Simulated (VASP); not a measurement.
A run of VASP 6.6.1:

INCAR

```
SYSTEM = Si
  ALGO = Normal
  EDIFF = 1E-8
  ENCUT = 520
  GGA = PE
  ISIF = 2
  ISMEAR = -1
  LASPH = .True.
  LCHARG = .False.
  LEFG = .True.
  LREAL = .False.
  LWAVE = .False.
  NBANDS = 11
  NELM = 100
  PREC = Accurate
  SIGMA = 0.05
```

Contents of KPOINTS:

```
k-points
0
Gamma
  10 10 10
  0 0 0
```

File POSCAR:

```
Si
1.0
    0.0000000000      2.7144176166      2.7144176166
    2.7144176166      0.0000000000      2.7144176166
    2.7144176166      2.7144176166      0.0000000000
Si
2
Direct
   -0.2825000000     -0.0725000000     -0.0725000000
    0.2825000000      0.0725000000      0.0725000000
```

Potentials or basis: VASP PAW PBE potentials, release 64 (Si).

The run is started by

```sh
$ cat potpaw_PBE.64/Si/POTCAR > POTCAR
$ mpirun -np 1 vasp_std > vasp.out
```

Hardware: 1 thread of AMD EPYC 7R13 (shared host).

Question: How long does it take, and how much memory?

Answer: Run time: 110 s on 1 thread of AMD EPYC 7R13, on a shared host, peak memory 0.16 GiB. Counts: scf iterations 17, k points 116.
